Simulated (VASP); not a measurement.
Wanted: the native input for a VASP 6.6.1 run.

| Property | Result |
| --- | --- |
| Task | relaxation of cell and atoms |
| Functional | PBEsol |
| Potentials or basis | VASP PAW PBE potentials, release 64 (Li_sv, Br) |
| Cutoff | 750 eV |
| k mesh | 8 × 8 × 8 |
| Occupations | gaussian, width 0.01 eV |
| Spin | no spin polarisation |
| Target pressure | 15 GPa |
| Dipole correction | no |
| Further INCAR settings | ALGO = Normal; EDIFF = 1e-07; IBRION = 2; EDIFFG = -0.002; NSW = 100; ISIF = 3 |

The structure of LiBr lies in POSCAR:

```
LiBr
1.0
    2.7061252976      2.7061252976      0.0000000000
   -2.7061252976      2.7061252976      0.0000000000
    0.0000000000      2.7061252976      2.7061252976
Li Br
1 1
Direct
    0.0000000000      0.0000000000      0.0000000000
    0.5000000000      0.5000000000      0.0000000000
```

These files were run (other wordings do the same):

INCAR

```
PREC = Accurate ; ENCUT = 750
EDIFF = 1E-7 ; ISMEAR = 0
SIGMA = 0.01 ; LREAL = F
LASPH = T ; NELM = 120
ALGO = Normal ; ISIF = 3
LWAVE = F ; LCHARG = F
GGA = PS ; IBRION = 2
NSW = 100 ; EDIFFG = -0.002
PSTRESS = 150.0 ; GGA_COMPAT = F
NELMIN = 4
```

KPOINTS

```
Automatic mesh
0
Gamma
  8 8 8
```

Potentials or basis: VASP PAW PBE potentials, release 64 (Li_sv, Br).

Run with:

```bash
$ cat potpaw_PBE.64/Li_sv/POTCAR potpaw_PBE.64/Br/POTCAR > POTCAR
$ mpirun -np 1 vasp_std > vasp.out
```

Results of the run:

The relaxed volume is 14.97 Å³/atom and the relaxed cell is a = 3.485 Å, b = 3.485 Å, c = 3.485 Å, α = 60.00°, β = 60.00°, γ = 90.00°. The space group after relaxing (to 0.05 Å) is Fm-3m (No. 225). The energy change on relaxing (the enthalpy is what falls) is +175.6 meV/atom. The ionic steps are 3 and the pressure after relaxing is 15.0 GPa. The band gap on the k mesh is 5.56 eV, indirect (least direct gap 6.02 eV).

Caveat: the cell is relaxed towards a set pressure, so the enthalpy falls and the energy may rise; the volume moved by over 15 % at a fixed basis, so the end points are rough; the PAW data sets were made with another functional, which shifts forces and pressure a little.

It took 25 s on 1 thread of AMD EPYC 9R45 96-Core Processor (Zen 5), on a shared host, peak memory 0.18 GiB.
